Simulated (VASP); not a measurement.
Set up this calculation in VASP 6.6.1, as the native input.

- Task: single point
- Functional: PBE
- Potentials or basis: VASP PAW PBE potentials, release 64 (K_sv, Br)
- Cutoff: 500 eV
- k mesh: 4 × 4 × 4
- Occupations: gaussian, width 0.01 eV
- Spin: no spin polarisation
- Dipole correction: no
- Further INCAR settings: ALGO = Normal; EDIFF = 1e-06; NBANDS = 15

The structure of KBr lies in POSCAR:

```
KBr
1.0
    3.9762553130      0.0000000000      0.0000000000
    0.0000000000      3.9762553130      0.0000000000
    0.0000000000      0.0000000000      3.9762553130
K Br
1 1
Direct
    0.0000000000      0.0000000000      0.0000000000
    0.5000000000      0.5000000000      0.5000000000
```

These files were run (other wordings do the same):

INCAR

```
ALGO = Normal
EDIFF = 1E-6
ENCUT = 500
GGA = PE
GGA_COMPAT = F
ISIF = 2
ISMEAR = 0
LASPH = T
LCHARG = F
LREAL = F
LWAVE = F
NBANDS = 15
NELM = 120
PREC = Accurate
SIGMA = 0.01
```

KPOINTS

```
k-points
0
Gamma
  4 4 4
```

Potentials or basis: VASP PAW PBE potentials, release 64 (K_sv, Br).

The run is started by

```bash
$ cat potpaw_PBE.64/K_sv/POTCAR potpaw_PBE.64/Br/POTCAR > POTCAR
$ mpirun -np 1 vasp_std > vasp.out
```

It gave:

| Property | Result |
| --- | --- |
| Pressure | 0.9 GPa |
| Band gap on the k mesh | 4.02 eV, indirect (least direct gap 4.30 eV) |

It took 4.9 s on 1 thread of Intel(R) Xeon(R) 6975P-C (Granite Rapids), with other jobs on the host, peak memory 0.16 GiB.
